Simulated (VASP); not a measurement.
# PbO2 (Fm-3m) in VASP: notebook, part 2 of 2

VASP 6.6.1. Earlier steps stand in the parts before.

## 5. Single point, PBE, non-collinear spin, zero start, spin-orbit coupling

This run uses another cell than the first one, of 13.15 Å³/atom.

INCAR reads:

```
SYSTEM = PbO2
PREC     = Accurate       ! precision mode
ENCUT    = 520            ! plane-wave cutoff, eV
EDIFF    = 1E-7           ! SCF threshold, eV
ISMEAR   = -1             ! smearing method
SIGMA    = 0.05           ! smearing width, eV
LREAL    = .FALSE.        ! projectors in reciprocal space
LASPH    = .TRUE.         ! aspherical terms in the spheres
NELM     = 150            ! most SCF steps
ALGO     = Normal         ! electronic algorithm
ISIF     = 2              ! what is computed and relaxed
LWAVE    = .FALSE.        ! write WAVECAR
LCHARG   = .FALSE.        ! write CHGCAR
LNONCOLLINEAR= .TRUE.         ! non-collinear magnetism
MAGMOM   = 0 0 0 0 0 0 0 0 0 ! initial moments
LORBIT   = 11             ! projections on sites
LSORBIT  = .TRUE.         ! spin-orbit coupling
GGA_COMPAT= .FALSE.      
LORBMOM  = .TRUE.       
GGA      = PE             ! functional
NBANDS   = 39             ! bands
```

KPOINTS reads:

```
regular mesh
0
G
  7 7 7
  0 0 0
```

POSCAR reads:

```
PbO2
1.0
    0.0000000000      2.7019920000      2.7019920000
    2.7019920000      0.0000000000      2.7019920000
    2.7019920000      2.7019920000      0.0000000000
Pb O
1 2
Direct
    0.0000000000      0.0000000000      0.0000000000
    0.7500000000      0.7500000000      0.7500000000
    0.2500000000      0.2500000000      0.2500000000
```

Potentials or basis: VASP PAW PBE potentials, release 64 (Pb_d, O).

The run is started by

```console
cat potpaw_PBE.64/Pb_d/POTCAR potpaw_PBE.64/O/POTCAR > POTCAR
mpirun -np 1 vasp_ncl > vasp.out
```

OUTCAR:

```text
SYSTEM = PbO2
   PREC = Accurate
   ENCUT = 520
   EDIFF = 1E-7
   ISMEAR = -1
   LREAL = .FALSE.
   LASPH = .TRUE.
   NELM = 150
   ISIF = 2
   LNONCOLLINEAR = .TRUE.
   LORBIT = 11
   LSORBIT = .TRUE.
   GGA = PE

 ion  position               nearest neighbor table
   1  0.000  0.000  0.000-   2 2.34   2 2.34   2 2.34   3 2.34   3 2.34   3 2.34   3 2.34   2 2.34

   2  0.750  0.750  0.750-   1 2.34   1 2.34   1 2.34   1 2.34
   3  0.250  0.250  0.250-   1 2.34   1 2.34   1 2.34   1 2.34

  LATTYP: Found a face centered cubic cell.
 ALAT       =     5.4039840000

  Lattice vectors:

 A1 = (   0.0000000000,   2.7019920000,   2.7019920000)
 A2 = (   2.7019920000,   0.0000000000,   2.7019920000)
 A3 = (   2.7019920000,   2.7019920000,   0.0000000000)

Analysis of symmetry for initial positions (statically):
=====================================================================
 Subroutine PRICEL returns:
 Original cell was already a primitive cell.

 Routine SETGRP: Setting up the symmetry group for a
 face centered cubic supercell.

 Subroutine GETGRP returns: Found 48 space group operations
 (whereof 48 operations were pure point group operations)
 out of a pool of 48 trial point group operations.

The static configuration has the point symmetry O_h .

[... 1081 lines left out ...]
     0.0000000     0.0000000     0.0000000     0.0000000     0.0000000     0.0000000     0.0000000
     0.0000000     0.0000000     0.0000000     0.0000000     0.0000000     0.0000000     0.0000000
     0.0000000     0.0000000     0.0000000     0.0000000     0.0000000     0.0000000     0.0000000
[... 29 lines left out ...]
 l=   2
     0.0000000     0.0000000     0.0000000     0.0000000     0.0000000
     0.0000000     0.0000000     0.0000000     0.0000000     0.0000000
     0.0000000     0.0000000     0.0000000     0.0000000     0.0000000
     0.0000000     0.0000000     0.0000000     0.0000000     0.0000000
     0.0000000     0.0000000     0.0000000     0.0000000     0.0000000
 l=   3
     0.0000000     0.0000000     0.0000000     0.0000000     0.0000000     0.0000000     0.0000000
     0.0000000     0.0000000     0.0000000     0.0000000     0.0000000     0.0000000     0.0000000
     0.0000000     0.0000000     0.0000000     0.0000000     0.0000000     0.0000000     0.0000000
     0.0000000     0.0000000     0.0000000     0.0000000     0.0000000     0.0000000     0.0000000
     0.0000000     0.0000000     0.0000000     0.0000000     0.0000000     0.0000000     0.0000000
     0.0000000     0.0000000     0.0000000     0.0000000     0.0000000     0.0000000     0.0000000
     0.0000000     0.0000000     0.0000000     0.0000000     0.0000000     0.0000000     0.0000000

 total charge

# of ion       s       p       d       tot
------------------------------------------
    1        1.051   0.673   9.981  11.705
    2        1.593   3.341   0.000   4.934
    3        1.593   3.341   0.000   4.934
--------------------------------------------------
tot          4.238   7.354   9.981  21.573

 magnetization (x)

# of ion       s       p       d       tot
------------------------------------------
    1        0.000   0.000   0.000   0.000
    2       -0.000  -0.000   0.000  -0.000
    3       -0.000  -0.000   0.000  -0.000
--------------------------------------------------
tot         -0.000  -0.000   0.000  -0.000

 magnetization (y)

# of ion       s       p       d       tot
------------------------------------------
    1        0.000   0.000   0.000   0.000
    2        0.000   0.000   0.000   0.000
    3        0.000   0.000   0.000   0.000
--------------------------------------------------
tot          0.000   0.000   0.000   0.000

 magnetization (z)

# of ion       s       p       d       tot
------------------------------------------
    1       -0.000   0.000   0.000   0.000
    2        0.000   0.000   0.000   0.000
    3        0.000   0.000   0.000   0.000
--------------------------------------------------
tot         -0.000   0.000   0.000   0.000
```

stdout:

```text
POSCAR found type information on POSCAR PbO
 POSCAR found :  2 types and       3 ions
 scaLAPACK will be used
 LDA part: xc-table for (Slater+PW92), standard interpolation
 POSCAR, INCAR and KPOINTS ok, starting setup
 FFT: planning ... GRIDC
 FFT: planning ... GRID_SOFT
 FFT: planning ... GRID
 WAVECAR not read
 entering main loop
```

Wall time 1.8 min (1 thread of Intel Xeon 8259CL, shared host); peak memory 0.26 GiB.

What came out:

| Quantity | Value |
| --- | --- |
| Free energy | -15.9529 eV |
| Pressure | 0.2 GPa |
| Net moment | 0.00 μB per cell |
| Valence electrons inside the program's atomic spheres | Pb 11.71; O 4.93 |

Moments on the atoms (μB; x, y, z):
```
Pb  0.00 0.00 0.00
O   0.00 0.00 0.00
O   0.00 0.00 0.00
```

## 6. The runs side by side

| task | level | potentials or basis | spin | cell | k mesh | cutoff (eV) | gap on the mesh (eV) | pressure (GPa) | relaxed volume (Å³/atom) |
| --- | --- | --- | --- | --- | --- | --- | --- | --- | --- |
| single point | RPBE | VASP PAW PBE potentials, release 64 (Pb_d, O) | off | a = 3.863 Å, angles 60.0°, 3 atoms | 9 × 9 × 9 | 520 | none | 0.1 | - |
| relaxation of cell and atoms | LDA | VASP PAW LDA potentials, release 64 (Pb_d, O) | off | relaxed from a = 3.821 Å, angles 60.0°, 3 atoms | 9 × 9 × 9 | 600 | none | -0.1 | 12.27 |
| relaxation of cell and atoms | RPBE | VASP PAW PBE potentials, release 64 (Pb_d, O) | off | relaxed from a = 3.821 Å, angles 60.0°, 3 atoms | 9 × 9 × 9 | 600 | none | 0.0 | 13.60 |
| single point | PBE | VASP PAW PBE potentials, release 64 (Pb_d, O) | non-collinear, zero start, SOC | a = 3.821 Å, angles 60.0°, 3 atoms | 7 × 7 × 7 | 520 | - | 0.2 | - |

Alike in all rows: smearing fermi-dirac 0.05 eV.

Caveats: spin-orbit coupling is left out, which moves the levels of the heavy elements (at least some runs); the PAW data sets were made with another functional, which shifts forces and pressure a little (at least some runs).

Total energies depend on the potentials used, so only differences within one code and one set of settings carry meaning.
